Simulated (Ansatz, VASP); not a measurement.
## One calculation of TiAl3, two programs

```
Ti Al
1.0
     2.83968    0.00000    0.00000
     0.00000    4.68126    0.00000
     0.00000    0.00000    4.90074
Ti Al
1 3
Direct
  0.00000 0.50000 0.16592
  0.00000 0.00000 0.83590
  0.50000 0.00000 0.33091
  0.50000 0.50000 0.66727
```

Alike in both runs: task relaxation of cell and atoms; functional PBEsol; k mesh 9 × 6 × 6; occupations fermi-dirac, width 0.05 eV; no spin polarisation.

|  | VASP | Ansatz |
| --- | --- | --- |
| version | VASP 6.6.1 | Ansatz 0.2.0 |
| potentials or method | VASP PAW PBE potentials, release 64 (Ti_sv, Al) | Ansatz PAW |
| plane-wave cutoff (eV) | 600 | 420 |
| valence electrons in the cell | 21 | 21 |

VASP gave:

- gap on the k mesh at the Fermi level, each at its own relaxed structure (eV): none
- relaxed volume (Å³/atom): 15.90
- relaxed cell length with the largest relative difference (Å): 2.766

Question: What did Ansatz give for the same quantities?

Answer: gap on the k mesh at the Fermi level, each at its own relaxed structure (eV): none; relaxed volume (Å³/atom): 15.90; relaxed cell length with the largest relative difference (Å): 2.765.

VASP's potentials were made for PBE, not for PBEsol. A gap of «none» marks a metal or a gap that the smearing closes.

Noted on Ansatz's run: the plane-wave basis is chosen anew once the cell has moved, so the energies of steps on either side of that aren't comparable.
